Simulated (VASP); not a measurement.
# SiC (P6_3mc) in VASP: a series of runs, part 2 of 2

VASP 6.6.1. The steps go on from the part before.

## 4. Single point, PBE (10.59 Å³/atom)

This run uses another cell than the first one, of 10.59 Å³/atom.

The input, INCAR:

```
PREC = Accurate
ENCUT = 520
EDIFF = 1E-7
ISMEAR = -1
SIGMA = 0.02
LREAL = F
LASPH = T
NELM = 60
ALGO = Normal
ISIF = 2
LWAVE = F
LCHARG = F
GGA = PE
NBANDS = 36
```

The input, KPOINTS:

```
Automatic mesh
0
Gamma
  10 10 2
```

The input, POSCAR:

```
SiC
1.0
    3.1052824676      0.0000000000      0.0000000000
   -1.5526412338      2.6892535028      0.0000000000
    0.0000000000      0.0000000000     15.2203990413
Si C
6 6
Direct
    0.0000000000      0.0000000000      0.1250484249
    0.0000000000      0.0000000000      0.6250484249
    0.3333333333      0.6666666667      0.2918257749
    0.6666666667      0.3333333333      0.7918257749
    0.3333333333      0.6666666667      0.9583152732
    0.6666666667      0.3333333333      0.4583152732
    0.0000000000      0.0000000000     -0.0003283977
    0.0000000000      0.0000000000      0.4996716023
    0.3333333333      0.6666666667      0.1668332769
    0.6666666667      0.3333333333      0.6668332769
    0.3333333333      0.6666666667      0.8333056478
    0.6666666667      0.3333333333      0.3333056478
```

On the command line:

```
$ cat potpaw_PBE.64/Si/POTCAR potpaw_PBE.64/C/POTCAR > POTCAR
$ mpirun -np 1 vasp_std > vasp.out
```

It took 1.7 min on 1 thread of AMD EPYC 9R45 (Zen 5), shared host; peak memory 0.25 GiB.

The run converged. Its results:

| Quantity | Value |
| --- | --- |
| Free energy | -90.3667 eV |
| Pressure | -1.9 GPa |
| Largest force | 0.009 eV/Å |
| Band gap on the k mesh | 2.03 eV (least direct gap 3.12 eV) |

Forces on the atoms (eV/Å):
```
Si   0.000  0.000  0.008
Si   0.000  0.000  0.008
Si   0.000  0.000  0.006
Si   0.000  0.000  0.006
Si   0.000  0.000  0.003
Si   0.000  0.000  0.003
C    0.000  0.000 -0.004
C    0.000  0.000 -0.004
C    0.000  0.000 -0.009
C    0.000  0.000 -0.009
C    0.000  0.000 -0.004
C    0.000  0.000 -0.004
```

Stress tensor (GPa, compression positive):
```
-2.09  0.00  0.00
 0.00 -2.09  0.00
 0.00  0.00 -1.52
```

Levels at points of the mesh, in eV from the valence-band top:
```tsv
k point	band 21	band 22	band 23	band 24	band 25	band 26	band 27	band 28
(0.00, 0.00, 0.00)	-0.30	-0.03	0.00	0.00	4.96	5.14	5.53	6.04
(0.50, 0.00, 0.00)	-1.79	-1.76	-1.63	-1.09	2.03	2.21	3.17	3.85
(0.00, 0.00, 0.50)	-0.10	-0.10	-0.10	-0.10	5.03	5.03	5.77	5.77
(0.50, 0.00, 0.50)	-1.69	-1.69	-1.29	-1.29	2.07	2.07	3.40	3.40
```

## 5. Single point, PBE (10.80 Å³/atom)

This run uses another cell than the first one, of 10.80 Å³/atom.

The input, INCAR:

```
SYSTEM = SiC
PREC = Accurate ; ENCUT = 520
EDIFF = 1E-6 ; ISMEAR = -1
SIGMA = 0.02 ; LREAL = .False.
LASPH = .True. ; NELM = 60
ALGO = Normal ; ISIF = 2
LWAVE = .False. ; LCHARG = .False.
GGA = PE ; NBANDS = 36
```

The input, KPOINTS:

```
regular mesh
0
Gamma
  10 10 2
  0 0 0
```

Changes to POSCAR since step 4:

```diff
@@ -2,5 +2,5 @@
 1.0
-    3.1052824676      0.0000000000      0.0000000000
-   -1.5526412338      2.6892535028      0.0000000000
-    0.0000000000      0.0000000000     15.2203990413
+    3.1256455574      0.0000000000      0.0000000000
+   -1.5628227787      2.7068884559      0.0000000000
+    0.0000000000      0.0000000000     15.3202077885
 Si C
```

Potentials or basis: VASP PAW PBE potentials, release 64 (Si, C).

On the command line:

```
$ cat potpaw_PBE.64/Si/POTCAR potpaw_PBE.64/C/POTCAR > POTCAR
$ mpirun -np 1 vasp_std > vasp.out
```

OUTCAR:

```text
SYSTEM = SiC
   PREC = Accurate
   ENCUT = 520
   EDIFF = 1E-6
   ISMEAR = -1
   LREAL = .False.
   LASPH = .True.
   NELM = 60
   ISIF = 2
   GGA = PE

 ion  position               nearest neighbor table
   1  0.000  0.000  0.125-   9 1.91   9 1.91   9 1.91   7 1.92   5 3.13   5 3.13   5 3.13   3 3.13
                             3 3.13   3 3.13
   2  0.000  0.000  0.625-  10 1.91  10 1.91  10 1.91   8 1.92   6 3.13   6 3.13   6 3.13   4 3.13
                             4 3.13   4 3.13
   3  0.333  0.667  0.292-  12 1.91  12 1.91  12 1.91   9 1.91   6 3.12   6 3.12   6 3.12   1 3.13
                             1 3.13   1 3.13
   4  0.667  0.333  0.792-  11 1.91  11 1.91  11 1.91  10 1.91   5 3.12   5 3.12   5 3.12   2 3.13
                             2 3.13   2 3.13
   5  0.333  0.667  0.958-   7 1.91   7 1.91   7 1.91  11 1.92   4 3.12   4 3.12   4 3.12   1 3.13
                             1 3.13   1 3.13
   6  0.667  0.333  0.458-   8 1.91   8 1.91   8 1.91  12 1.92   3 3.12   3 3.12   3 3.12   2 3.13
                             2 3.13   2 3.13
   7  0.000  0.000  1.000-   5 1.91   5 1.91   5 1.91   1 1.92
   8  0.000  0.000  0.500-   6 1.91   6 1.91   6 1.91   2 1.92
   9  0.333  0.667  0.167-   1 1.91   1 1.91   1 1.91   3 1.91
  10  0.667  0.333  0.667-   2 1.91   2 1.91   2 1.91   4 1.91
  11  0.333  0.667  0.833-   4 1.91   4 1.91   4 1.91   5 1.92
  12  0.667  0.333  0.333-   3 1.91   3 1.91   3 1.91   6 1.92

  LATTYP: Found a hexagonal cell.
 ALAT       =     3.1256455574
 C/A-ratio  =     4.9014539580

  Lattice vectors:

 A1 = (   3.1256455574,   0.0000000000,   0.0000000000)
 A2 = (  -1.5628227787,   2.7068884559,   0.0000000000)
 A3 = (   0.0000000000,   0.0000000000,  15.3202077885)

Analysis of symmetry for initial positions (statically):
[... 174 lines left out ...]
   AEXX    =    0.0000 exact exchange contribution
   IVDW    =     0    specifies the selected vdW correction
   LEPSILON=     F    determine dielectric tensor
   LRPA    =     F    only Hartree local field effects (RPA)
 non-spin polarized calculation
  energy-cutoff  :      520.00
  volume of cell :      129.62
 maximum number of plane-waves:      3520
 NGX is ok and might be reduce to    24
   NGX = 11   NGY = 11   NGZ = 57

 number of electron      48.0000001 magnetization

 Free energy of the ion-electron system (eV)
  ---------------------------------------------------
  ext. energy  EPLUGINS =         0.00000000
  ---------------------------------------------------
  free energy    TOTEN  =       -90.30664363 eV

  energy without entropy =      -90.30664363  energy(sigma->0) =      -90.30664363

 E-fermi :   8.0979     XC(G=0): -11.1671

 val. band max:        7.6722361297   @ k =   0.0000   0.0000   0.0000
 cond. band min:       9.7112734544   @ k =   0.5000   0.0000   0.0000
 fundamental gap:      2.0390373247
 Fermi energy:         8.0978970845

 k-point     1 :       0.0000    0.0000    0.0000
  band No.  band energies     occupation
      1      -7.4453      2.00000
      2      -6.9403      2.00000
      3      -6.9070      2.00000
      4      -5.4655      2.00000
      5      -5.4384      2.00000
      6      -4.0287      2.00000
[... 925 lines left out ...]
     35      14.9741      0.00000
     36      14.9741      0.00000

 [... further k-points ...]

------------------------ aborting loop because EDIFF is reached ----------------------------------------

  FORCE on cell =-STRESS in cart. coord.  units (eV):
  Direction    XX          YY          ZZ          XY          YZ          ZX
  --------------------------------------------------------------------------------------
  -------------------------------------------------------------------------------------
  Total       -4.8232110     -4.8232110     -4.3585788      0.0000000      0.0000000      0.0000000
  in kB      -59.6172721    -59.6172721    -53.8741884      0.0000000      0.0000000      0.0000000
  external PRESSURE =     -57.7029109 kB  Pullay stress =       0.0000000 kB

 VOLUME and BASIS-vectors are now :
 -----------------------------------------------------------------------------
  energy-cutoff  :      520.00
  volume of cell :      129.62
      direct lattice vectors                 reciprocal lattice vectors
     3.125645557  0.000000000  0.000000000     0.319933909  0.184713928  0.000000000
    -1.562822779  2.706888456  0.000000000     0.000000000  0.369427856  0.000000000
     0.000000000  0.000000000 15.320207788     0.000000000  0.000000000  0.065273266

 POSITION                                       TOTAL-FORCE (eV/Angst)
 -----------------------------------------------------------------------------------
      0.00000      0.00000      1.91577         0.000000      0.000000      0.012400
      0.00000      0.00000      9.57587        -0.000000     -0.000000      0.012400
     -0.00000      1.80459      4.47083        -0.000000      0.000000      0.004003
      1.56282      0.90230     12.13094         0.000000      0.000000      0.004003
     -0.00000      1.80459     14.68159        -0.000000      0.000000      0.000289
      1.56282      0.90230      7.02149         0.000000      0.000000      0.000289
      0.00000      0.00000     15.31518        -0.000000     -0.000000     -0.005764
      0.00000      0.00000      7.65507         0.000000      0.000000     -0.005764
     -0.00000      1.80459      2.55592         0.000000     -0.000000     -0.007571
      1.56282      0.90230     10.21602        -0.000000      0.000000     -0.007571
     -0.00000      1.80459     12.76642         0.000000      0.000000     -0.003357
      1.56282      0.90230      5.10631        -0.000000      0.000000     -0.003357
 -----------------------------------------------------------------------------------
    total drift:                               -0.000000     -0.000000     -0.000377

  FREE ENERGIE OF THE ION-ELECTRON SYSTEM (eV)
  ---------------------------------------------------
  free  energy   TOTEN  =       -90.3066436278 eV

  energy  without entropy=      -90.3066436278  energy(sigma->0) =      -90.30664363
```

stdout:

```text
POSCAR found type information on POSCAR SiC
 POSCAR found :  2 types and      12 ions
 scaLAPACK will be used
 LDA part: xc-table for (Slater+PW92), standard interpolation
 POSCAR, INCAR and KPOINTS ok, starting setup
 FFT: planning ... GRIDC
 FFT: planning ... GRID_SOFT
 FFT: planning ... GRID
 WAVECAR not read
 entering main loop
```

Wall time 92 s (1 thread of AMD EPYC 9R45 (Zen 5), shared host); peak memory 0.25 GiB.

Results:

| Quantity | Value |
| --- | --- |
| Free energy | -90.3066 eV |
| Pressure | -5.8 GPa |
| Largest force | 0.012 eV/Å |
| Band gap on the k mesh | 2.04 eV (least direct gap 3.12 eV) |

Forces in eV/Å, atoms in the order of the input:
```
Si   0.000  0.000  0.012
Si   0.000  0.000  0.012
Si   0.000  0.000  0.004
Si   0.000  0.000  0.004
Si   0.000  0.000  0.000
Si   0.000  0.000  0.000
C    0.000  0.000 -0.006
C    0.000  0.000 -0.006
C    0.000  0.000 -0.008
C    0.000  0.000 -0.008
C    0.000  0.000 -0.003
C    0.000  0.000 -0.003
```

Caveat: the cell stands under tension. A k mesh can miss the band edges.

## 6. Overview

| cell | gap on the mesh (eV) | pressure (GPa) | largest force (eV/Å) |
| --- | --- | --- | --- |
| a = 3.043, b = 3.043, c = 14.913 Å, angles 90.0, 90.0, 120.0°, 12 atoms | 2.02 | 12.3 | 0.01 |
| a = 3.095, b = 3.095, c = 15.018 Å, angles 90.0, 90.0, 120.0°, 12 atoms | 2.00 | 2.4 | - |
| a = 3.105, b = 3.105, c = 15.220 Å, angles 90.0, 90.0, 120.0°, 12 atoms | 2.03 | -1.9 | 0.01 |
| a = 3.126, b = 3.126, c = 15.320 Å, angles 90.0, 90.0, 120.0°, 12 atoms | 2.04 | -5.8 | 0.01 |

Alike in all rows: task single point; level PBE; potentials or basis VASP PAW PBE potentials, release 64 (Si, C); no spin polarisation; k mesh 10 × 10 × 2; cutoff (eV) 520; smearing fermi-dirac 0.02 eV.

Caveats: the cell stands under pressure (at least some runs); the cell stands under tension (at least some runs).

Total energies depend on the potentials used, so only differences within one code and one set of settings carry meaning.
